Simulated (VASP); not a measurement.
Here is a VASP 6.6.1 calculation.

File INCAR:

```
SYSTEM = Zn
PREC = Accurate
ENCUT = 520
EDIFF = 1E-7
ISMEAR = -1
SIGMA = 0.1
LREAL = .FALSE.
LASPH = .TRUE.
NELM = 80
ALGO = Normal
ISIF = 2
LWAVE = .FALSE.
LCHARG = .TRUE.
LELF = .TRUE.
LVHAR = .TRUE.
NBANDS = 12
```

The input KPOINTS:

```
Automatic mesh
0
G
  16 16 16
  0 0 0
```

File POSCAR:

```
Zn
1.0
   -1.5643523846      1.5643523846      1.5643523846
    1.5643523846     -1.5643523846      1.5643523846
    1.5643523846      1.5643523846     -1.5643523846
Zn
1
Direct
    0.0000000000      0.0000000000      0.0000000000
```

Potentials or basis: VASP PAW LDA potentials, release 64 (Zn).

Launch:

```sh
$ cat potpaw_LDA.64/Zn/POTCAR > POTCAR
$ mpirun -np 1 vasp_std > vasp.out
```

(1) Estimate the pressure.

(2) Estimate the band gap on the k mesh.

## Answers

(1) -7.3 GPa.

(2) zero (band 6 reaches 7.06 eV, above the bottom of band 7 at 1.88 eV).
